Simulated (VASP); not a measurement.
# Au (P6_3/mmc) in VASP: a series of runs, part 2 of 2

VASP 6.6.1. Earlier steps stand in the parts before.

## (3) Single point, PBEsol

This run uses another cell than the first one, of 17.02 Å³/atom.

File INCAR:

```
PREC = Accurate ; ENCUT = 500
EDIFF = 1E-6 ; ISMEAR = -1
SIGMA = 0.1 ; LREAL = F
LASPH = T ; NELM = 120
ALGO = Normal ; ISIF = 2
LWAVE = F ; LCHARG = T
GGA = PS ; LELF = T
LVHAR = T ; NBANDS = 18
GGA_COMPAT = F
```

File KPOINTS:

```
regular mesh
0
Gamma
  9 9 5
```

File POSCAR:

```
Au
1.0
    2.8659931711      0.0000000000      0.0000000000
   -1.4329965855      2.4820228932      0.0000000000
    0.0000000000      0.0000000000      4.7853628026
Au
2
Direct
    0.3333333333      0.6666666667      0.2500000000
    0.6666666667      0.3333333333      0.7500000000
```

Potentials or basis: VASP PAW PBE potentials, release 64 (Au).

Launch:

```
cat potpaw_PBE.64/Au/POTCAR > POTCAR
mpirun -np 1 vasp_std > vasp.out
```

Run time: 14 s. Hardware: 1 thread of Intel Xeon Platinum 8259CL at 2.50GHz (Skylake/Cascade Lake), shared host; peak memory 0.16 GiB.

Results (log left out):

| Property | Result |
| --- | --- |
| Free energy | -7.8875 eV |
| Pressure | -0.3 GPa |
| Band gap on the k mesh | zero (bands 11 and 12 overlap by 6.08 eV) |

Levels at points of the mesh, in eV from the Fermi level:
```tsv
k point	band 9	band 10	band 11	band 12	band 13	band 14
(0.00, 0.00, 0.00)	-3.61	-2.20	-2.20	-1.22	2.71	14.49
```

Caveat: the PAW data sets were made with another functional, which shifts forces and pressure a little; spin-orbit coupling is left out, which moves the levels of the heavy elements.

## (4) Single point, PBEsol

This run uses another cell than the first one, of 17.02 Å³/atom.

File INCAR:

```
SYSTEM = Au
PREC = Accurate ; ENCUT = 500
EDIFF = 1E-6 ; ISMEAR = -1
SIGMA = 0.1 ; LREAL = .FALSE.
LASPH = .TRUE. ; NELM = 120
ALGO = Normal ; ISIF = 2
LWAVE = .FALSE. ; LCHARG = .FALSE.
GGA = PS ; NBANDS = 18
GGA_COMPAT = .FALSE.
```

File KPOINTS:

```
regular mesh
0
G
  9 9 5
  0 0 0
```

POSCAR is that of step 3.

Potentials or basis: VASP PAW PBE potentials, release 64 (Au).

Launch:

```
cat potpaw_PBE.64/Au/POTCAR > POTCAR
mpirun -np 1 vasp_std > vasp.out
```

OUTCAR:

```text
SYSTEM = Au
   PREC = Accurate
   ENCUT = 500
   EDIFF = 1E-6
   ISMEAR = -1
   LREAL = .FALSE.
   LASPH = .TRUE.
   NELM = 120
   ISIF = 2
   GGA = PS

 ion  position               nearest neighbor table
   1  0.333  0.667  0.250-   2 2.91   2 2.91   2 2.91   2 2.91   2 2.91   2 2.91
   2  0.667  0.333  0.750-   1 2.91   1 2.91   1 2.91   1 2.91   1 2.91   1 2.91

  LATTYP: Found a hexagonal cell.
 ALAT       =     2.8659931711
 C/A-ratio  =     1.6697048865

  Lattice vectors:

[... 692 lines left out ...]

------------------------ aborting loop because EDIFF is reached ----------------------------------------

  FORCE on cell =-STRESS in cart. coord.  units (eV):
  Direction    XX          YY          ZZ          XY          YZ          ZX
  --------------------------------------------------------------------------------------
  -------------------------------------------------------------------------------------
  Total       -0.0589494     -0.0589494     -0.0553675     -0.0000000     -0.0000000     -0.0000000
  in kB       -2.7745601     -2.7745601     -2.6059714     -0.0000000     -0.0000000     -0.0000000
  external PRESSURE =      -2.7183639 kB  Pullay stress =       0.0000000 kB

 VOLUME and BASIS-vectors are now :
 -----------------------------------------------------------------------------
  energy-cutoff  :      500.00
  volume of cell :       34.04
      direct lattice vectors                 reciprocal lattice vectors
     2.865993171  0.000000000  0.000000000     0.348919184  0.201448585  0.000000000
    -1.432996585  2.482022893  0.000000000     0.000000000  0.402897170  0.000000000
     0.000000000  0.000000000  4.785362803     0.000000000  0.000000000  0.208970572

 POSITION                                       TOTAL-FORCE (eV/Angst)
 -----------------------------------------------------------------------------------
     -0.00000      1.65468      1.19634        -0.000000     -0.000000      0.000000
      1.43300      0.82734      3.58902         0.000000      0.000000      0.000000
 -----------------------------------------------------------------------------------
    total drift:                               -0.000000      0.000000     -0.000000

  FREE ENERGIE OF THE ION-ELECTRON SYSTEM (eV)
  ---------------------------------------------------
  free  energy   TOTEN  =        -7.8875132918 eV

  energy  without entropy=       -7.8804326446  energy(sigma->0) =       -7.88397297
```

OSZICAR:

```text
N       E                     dE             d eps       ncg     rms          rms(c)
DAV:   1     0.122253647534E+03    0.12225E+03   -0.11448E+04  1304   0.115E+03
DAV:   2    -0.638881102470E+01   -0.12864E+03   -0.12282E+03  1402   0.261E+02
DAV:   3    -0.854918461229E+01   -0.21604E+01   -0.21486E+01  1550   0.338E+01
DAV:   4    -0.855828223832E+01   -0.90976E-02   -0.90962E-02  1428   0.232E+00
DAV:   5    -0.855835906954E+01   -0.76831E-04   -0.76831E-04  1476   0.228E-01    0.136E+01
DAV:   6    -0.793882760147E+01    0.61953E+00   -0.11397E+00  1336   0.980E+00    0.839E+00
DAV:   7    -0.789327690303E+01    0.45551E-01   -0.12659E-01  1450   0.322E+00    0.344E+00
DAV:   8    -0.788753416612E+01    0.57427E-02   -0.10663E-02  1368   0.881E-01    0.429E-01
DAV:   9    -0.788750524152E+01    0.28925E-04   -0.42210E-05  1478   0.552E-02    0.200E-02
DAV:  10    -0.788751318735E+01   -0.79458E-05   -0.17455E-06  1356   0.128E-02    0.265E-03
DAV:  11    -0.788751329179E+01   -0.10444E-06   -0.18307E-07   720   0.350E-03
   1 F= -.78875133E+01 E0= -.78839730E+01  d E =-.708065E-02
```

It took 13 s on 1 thread of Intel Xeon Platinum 8259CL at 2.50GHz (Skylake/Cascade Lake), shared host; peak memory 0.16 GiB.

What came out:

* Free energy: -7.8875 eV
* Pressure: -0.3 GPa
* Band gap on the k mesh: zero (bands 11 and 12 overlap by 6.08 eV)

Levels at points of the mesh, in eV from the Fermi level:
```
           k point  band 9  band 10  band 11  band 12  band 13  band 14
(0.00, 0.00, 0.00)   -3.61    -2.20    -2.20    -1.22     2.71    14.49
```

Caveat: the PAW data sets were made with another functional, which shifts forces and pressure a little; spin-orbit coupling is left out, which moves the levels of the heavy elements.

## (5) Single point, PBEsol

This run uses another cell than the first one, of 17.28 Å³/atom.

File INCAR:

```
PREC = Accurate
ENCUT = 500
EDIFF = 1E-6
ISMEAR = -1
SIGMA = 0.1
LREAL = F
LASPH = T
NELM = 120
ALGO = Normal
ISIF = 2
LWAVE = F
LCHARG = F
GGA = PS
NBANDS = 18
GGA_COMPAT = F
```

File KPOINTS:

```
regular mesh
0
Gamma
  9 9 5
```

File POSCAR:

```
Au
1.0
    2.8802520783      0.0000000000      0.0000000000
   -1.4401260391      2.4943714691      0.0000000000
    0.0000000000      0.0000000000      4.8091709696
Au
2
Direct
    0.3333333333      0.6666666667      0.2500000000
    0.6666666667      0.3333333333      0.7500000000
```

Launch:

```
cat potpaw_PBE.64/Au/POTCAR > POTCAR
mpirun -np 1 vasp_std > vasp.out
```

Wall time 13 s (1 thread of Intel Xeon Platinum 8259CL at 2.50GHz (Skylake/Cascade Lake), shared host); peak memory 0.16 GiB.

It converged, with:

| Quantity | Value |
| --- | --- |
| Free energy | -7.8830 eV |
| Pressure | -2.8 GPa |
| Band gap on the k mesh | zero (bands 11 and 12 overlap by 6.01 eV) |

Stress tensor (GPa, compression positive):
```
-2.81  0.00  0.00
 0.00 -2.81  0.00
 0.00  0.00 -2.67
```

Levels at points of the mesh, in eV from the Fermi level:
| k point | band 7 | band 8 | band 9 | band 10 | band 11 | band 12 | band 13 | band 14 | band 15 | band 16 |
| --- | --- | --- | --- | --- | --- | --- | --- | --- | --- | --- |
| (0.00, 0.00, 0.00) | -4.20 | -3.55 | -3.55 | -2.18 | -2.18 | -1.13 | 2.65 | 14.51 | 15.76 | 16.72 |

Caveat: the PAW data sets were made with another functional, which shifts forces and pressure a little; spin-orbit coupling is left out, which moves the levels of the heavy elements.

## (6) Overview

```csv
cell,gap on the mesh (eV),pressure (GPa)
"a = 2.852, b = 2.852, c = 4.761 Å, angles 90.0, 90.0, 120.0°, 2 atoms",none,2.5
"a = 2.866, b = 2.866, c = 4.785 Å, angles 90.0, 90.0, 120.0°, 2 atoms",none,-0.3
"a = 2.880, b = 2.880, c = 4.809 Å, angles 90.0, 90.0, 120.0°, 2 atoms",none,-2.8
```

Alike in all rows: task single point; level PBEsol; potentials or basis VASP PAW PBE potentials, release 64 (Au); no spin polarisation; k mesh 9 × 9 × 5; cutoff (eV) 500; smearing fermi-dirac 0.1 eV.

Caveats: the PAW data sets were made with another functional, which shifts forces and pressure a little; spin-orbit coupling is left out, which moves the levels of the heavy elements.

Absolute energies hang on the potentials; compare differences alone.
